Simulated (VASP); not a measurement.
# TaN (P6_3mc) in VASP: notebook, part 2 of 2

VASP 6.6.1.

## (3) Single point, PBE (12.60 Å³/atom)

This run uses another cell than the first one, of 12.60 Å³/atom.

INCAR reads:

```
ALGO     = Normal         # electronic algorithm
EDIFF    = 1E-7           # SCF threshold, eV
ENCUT    = 520            # plane-wave cutoff, eV
GGA      = PE             # functional
ISIF     = 2              # what is computed and relaxed
ISMEAR   = 0              # smearing method
LASPH    = T              # aspherical terms in the spheres
LCHARG   = F              # write CHGCAR
LREAL    = F              # projectors in reciprocal space
LWAVE    = F              # write WAVECAR
NBANDS   = 24             # bands
NELM     = 100            # most SCF steps
PREC     = Accurate       # precision mode
SIGMA    = 0.15           # smearing width, eV
```

KPOINTS reads:

```
k-points
0
Gamma
  18 18 8
```

POSCAR reads:

```
TaN
1.0
    3.1512408108      0.0000000000      0.0000000000
   -1.5756204054      2.7290545956      0.0000000000
    0.0000000000      0.0000000000      5.8609927840
Ta N
2 2
Direct
    0.3333333333      0.6666666667      0.0304880884
    0.6666666667      0.3333333333      0.5304880884
    0.3333333333      0.6666666667      0.3545119116
    0.6666666667      0.3333333333      0.8545119116
```

Potentials or basis: VASP PAW PBE potentials, release 64 (Ta_pv, N).

Run with:

```
$ cat potpaw_PBE.64/Ta_pv/POTCAR potpaw_PBE.64/N/POTCAR > POTCAR
$ mpirun -np 1 vasp_std > vasp.out
```

It took 3.4 min on 1 thread of Intel Xeon 8259CL, shared host; peak memory 0.32 GiB.

It converged, with:

```yaml
Free_energy: -43.1746 eV
Pressure: 15.6 GPa
Largest_force: 1.166 eV/Å
Band_gap_on_the_k_mesh: zero (bands 16 and 17 overlap by 0.53 eV)
```

Forces on the atoms (eV/Å):
```
Ta   0.000  0.000 -1.166
Ta   0.000  0.000 -1.166
N    0.000  0.000  1.166
N    0.000  0.000  1.166
```

Stress tensor (GPa, compression positive):
```
 7.34  0.00  0.00
 0.00  7.34  0.00
 0.00  0.00 32.00
```

Levels at points of the mesh, in eV from the Fermi level:
```csv
k point,band 14,band 15,band 16,band 17,band 18,band 19
"(0.00, 0.00, 0.00)",-4.81,-0.87,-0.74,-0.04,-0.04,2.20
"(0.50, 0.00, 0.00)",-3.87,-2.44,-0.44,1.42,2.25,2.69
"(0.00, 0.00, 0.50)",-5.39,0.36,0.36,0.95,0.95,0.95
"(0.50, 0.00, 0.50)",-5.14,-0.82,-0.82,1.68,1.68,3.25
```

Caveat: the cell stands under pressure; spin-orbit coupling is left out, which moves the levels of the heavy elements; forces of over 1 eV/Å act on the atoms, so gaps and moduli don't describe the material at rest.

## (4) Single point, PBE (12.60 Å³/atom)

This run uses another cell than the first one, of 12.60 Å³/atom.

INCAR reads:

```
SYSTEM = TaN
PREC = Accurate
ENCUT = 520
EDIFF = 1E-7
ISMEAR = 0
SIGMA = 0.15
LREAL = .FALSE.
LASPH = .TRUE.
NELM = 60
ALGO = Normal
ISIF = 2
LWAVE = .FALSE.
LCHARG = .FALSE.
GGA = PE
NBANDS = 24
```

KPOINTS reads:

```
Automatic mesh
0
G
  18 18 8
  0 0 0
```

POSCAR reads:

```
TaN
1.0
    3.0679151248      0.0000000000      0.0000000000
   -1.5339575624      2.6568924348      0.0000000000
    0.0000000000      0.0000000000      6.1836897256
Ta N
2 2
Direct
    0.3333333333      0.6666666667      0.0304880884
    0.6666666667      0.3333333333      0.5304880884
    0.3333333333      0.6666666667      0.3545119116
    0.6666666667      0.3333333333      0.8545119116
```

Potentials or basis: VASP PAW PBE potentials, release 64 (Ta_pv, N).

Run with:

```
$ cat potpaw_PBE.64/Ta_pv/POTCAR potpaw_PBE.64/N/POTCAR > POTCAR
$ mpirun -np 1 vasp_std > vasp.out
```

OUTCAR:

```text
SYSTEM = TaN
   PREC = Accurate
   ENCUT = 520
   EDIFF = 1E-7
   ISMEAR = 0
   LREAL = .FALSE.
   LASPH = .TRUE.
   NELM = 60
   ISIF = 2
   GGA = PE

 ion  position               nearest neighbor table
   1  0.333  0.667  0.030-   3 2.00   4 2.08   4 2.08   4 2.08   2 3.56   2 3.56   2 3.56   2 3.56
                             2 3.56   2 3.56
   2  0.667  0.333  0.530-   4 2.00   3 2.08   3 2.08   3 2.08   1 3.56   1 3.56   1 3.56   1 3.56
                             1 3.56   1 3.56
   3  0.333  0.667  0.355-   1 2.00   2 2.08   2 2.08   2 2.08
   4  0.667  0.333  0.855-   2 2.00   1 2.08   1 2.08   1 2.08

[... 853 lines left out ...]
  -------------------------------------------------------------------------------------
  Total        4.5069230      4.5069230      0.3161139      0.0000000      0.0000000     -0.0000000
  in kB      143.2602548    143.2602548     10.0482206      0.0000000      0.0000000     -0.0000000
  external PRESSURE =      98.8562434 kB  Pullay stress =       0.0000000 kB

 VOLUME and BASIS-vectors are now :
 -----------------------------------------------------------------------------
  energy-cutoff  :      520.00
  volume of cell :       50.40
      direct lattice vectors                 reciprocal lattice vectors
     3.067915125  0.000000000  0.000000000     0.325954259  0.188189779  0.000000000
    -1.533957562  2.656892435  0.000000000     0.000000000  0.376379558  0.000000000
     0.000000000  0.000000000  6.183689726     0.000000000  0.000000000  0.161715746

 POSITION                                       TOTAL-FORCE (eV/Angst)
 -----------------------------------------------------------------------------------
     -0.00000      1.77126      0.18853        -0.000000      0.000000      0.757074
      1.53396      0.88563      3.28037         0.000000     -0.000000      0.757074
     -0.00000      1.77126      2.19219         0.000000     -0.000000     -0.757074
      1.53396      0.88563      5.28404        -0.000000      0.000000     -0.757074
 -----------------------------------------------------------------------------------
    total drift:                               -0.000000      0.000000     -0.000160

  FREE ENERGIE OF THE ION-ELECTRON SYSTEM (eV)
  ---------------------------------------------------
  free  energy   TOTEN  =       -43.2601019388 eV

  energy  without entropy=      -43.2492954799  energy(sigma->0) =      -43.25469871
```

OSZICAR:

```text
N       E                     dE             d eps       ncg     rms          rms(c)
DAV:   1     0.270952565171E+03    0.27095E+03   -0.17598E+04  8888   0.138E+03
DAV:   2    -0.361786091396E+02   -0.30713E+03   -0.29278E+03 10720   0.401E+02
DAV:   3    -0.498059174041E+02   -0.13627E+02   -0.13442E+02 11072   0.829E+01
DAV:   4    -0.499691562581E+02   -0.16324E+00   -0.16303E+00 10368   0.961E+00
DAV:   5    -0.499715132707E+02   -0.23570E-02   -0.23556E-02 11408   0.981E-01    0.350E+01
DAV:   6    -0.435902535472E+02    0.63813E+01   -0.29155E+01 10912   0.355E+01    0.140E+01
DAV:   7    -0.433175681049E+02    0.27269E+00   -0.17839E+00 10512   0.912E+00    0.944E+00
DAV:   8    -0.432665586279E+02    0.51009E-01   -0.21741E-01 11088   0.377E+00    0.137E+00
DAV:   9    -0.432601684788E+02    0.63901E-02   -0.21434E-02 10880   0.920E-01    0.209E-01
DAV:  10    -0.432601394568E+02    0.29022E-04   -0.13951E-03 10888   0.331E-01    0.907E-02
DAV:  11    -0.432601004683E+02    0.38989E-04   -0.14992E-04 11000   0.888E-02    0.130E-02
DAV:  12    -0.432601018783E+02   -0.14100E-05   -0.11145E-05 10376   0.254E-02    0.332E-03
DAV:  13    -0.432601020904E+02   -0.21215E-06   -0.43317E-07 11000   0.527E-03    0.227E-03
DAV:  14    -0.432601019292E+02    0.16117E-06   -0.72920E-08  6880   0.242E-03    0.710E-04
DAV:  15    -0.432601019388E+02   -0.95542E-08   -0.14104E-08  6520   0.932E-04
   1 F= -.43260102E+02 E0= -.43254699E+02  d E =-.108065E-01
```

Run time: 3.3 min. Hardware: 1 thread of Intel Xeon 8259CL, shared host; peak memory 0.32 GiB.

Results:

```
Free energy            : -43.2601 eV
Pressure               : 9.9 GPa
Largest force          : 0.757 eV/Å
Band gap on the k mesh : zero (bands 16 and 17 overlap by 0.23 eV)
```

Forces on the atoms (eV/Å):
```
Ta   0.000  0.000  0.757
Ta   0.000  0.000  0.757
N    0.000  0.000 -0.757
N    0.000  0.000 -0.757
```

Caveat: the cell stands under pressure; spin-orbit coupling is left out, which moves the levels of the heavy elements.

## (5) Overview

```csv
cell,gap on the mesh (eV),pressure (GPa),largest force (eV/Å)
"a = 3.028, b = 3.028, c = 6.614 Å, angles 90.0, 90.0, 120.0°, 4 atoms",0.03,-2.8,1.49
"a = 3.151, b = 3.151, c = 5.861 Å, angles 90.0, 90.0, 120.0°, 4 atoms",none,15.6,1.17
"a = 3.068, b = 3.068, c = 6.184 Å, angles 90.0, 90.0, 120.0°, 4 atoms",none,9.9,0.76
```

Alike in all rows: task single point; level PBE; potentials or basis VASP PAW PBE potentials, release 64 (Ta_pv, N); no spin polarisation; k mesh 18 × 18 × 8; cutoff (eV) 520; smearing gaussian 0.15 eV.

Caveats: spin-orbit coupling is left out, which moves the levels of the heavy elements; forces of over 1 eV/Å act on the atoms, so gaps and moduli don't describe the material at rest (at least some runs); the cell stands under pressure (at least some runs).

Total energies depend on the potentials used, so only differences within one code and one set of settings carry meaning.
